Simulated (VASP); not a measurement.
## SnO: single point with PBEsol

The system is SnO.

```
Sn O
1.0
     3.35500    0.00000    0.00000
     0.00000    5.67410    0.00000
     0.00000    0.00000    4.22197
Sn O
2 2
Direct
  0.00000 0.23191 0.51314
  0.50000 0.76809 0.01314
  0.00000 0.89125 0.73686
  0.50000 0.10875 0.23686
```

* Program: VASP 6.6.1
* Task: single point
* Functional: PBEsol
* Potentials or basis: VASP PAW PBE potentials, release 64 (Sn_d, O)
* Cutoff: 520 eV
* k mesh: 4 × 2 × 4
* Occupations: gaussian, width 0.01 eV
* Spin: no spin polarisation
* Dipole correction: no
* Further INCAR settings: ALGO = Normal; EDIFF = 1e-06; NBANDS = 28

```yaml
Pressure: -3.0 GPa
Largest_force: 0.343 eV/Å
Band_gap_on_the_k_mesh: 1.83 eV, indirect (least direct gap 2.53 eV)
```

Forces on the atoms (eV/Å):
```
Sn   0.000 -0.328 -0.101
Sn   0.000  0.328 -0.101
O    0.000  0.123  0.101
O    0.000 -0.123  0.101
```

Stress tensor (GPa, compression positive):
```
-3.58  0.00  0.00
 0.00 -2.95  0.00
 0.00  0.00 -2.62
```

Levels at points of the mesh, in eV from the valence-band top:
| k point | band 18 | band 19 | band 20 | band 21 | band 22 | band 23 |
| --- | --- | --- | --- | --- | --- | --- |
| (0.00, 0.00, 0.00) | -2.63 | -2.04 | 0.00 | 2.61 | 3.10 | 5.81 |
| (0.50, 0.00, 0.00) | -2.57 | -1.25 | -1.25 | 2.53 | 2.53 | 5.48 |
| (0.00, 0.50, 0.00) | -2.66 | -1.59 | -1.37 | 3.27 | 3.86 | 4.79 |
| (0.50, 0.50, 0.00) | -2.65 | -0.91 | -0.91 | 1.83 | 1.83 | 6.23 |
| (0.00, 0.00, 0.50) | -3.20 | -1.66 | -1.66 | 2.61 | 2.61 | 5.17 |
| (0.50, 0.00, 0.50) | -3.15 | -1.08 | -1.08 | 2.06 | 2.06 | 4.56 |
| (0.00, 0.50, 0.50) | -2.92 | -1.51 | -1.51 | 1.87 | 1.87 | 5.92 |
| (0.50, 0.50, 0.50) | -3.43 | -0.43 | -0.43 | 2.38 | 2.38 | 4.10 |

Wall time 28 s on 1 thread of Intel(R) Xeon(R) Platinum 8375C CPU @ 2.90GHz (Ice Lake), with other jobs on the host, peak memory 0.19 GiB.

Caveat: the k points lie up to 0.55 Å⁻¹ apart; the PAW data sets were made with another functional, which shifts forces and pressure a little; spin-orbit coupling is left out, which moves the levels of the heavy elements. A k mesh can miss the band edges.
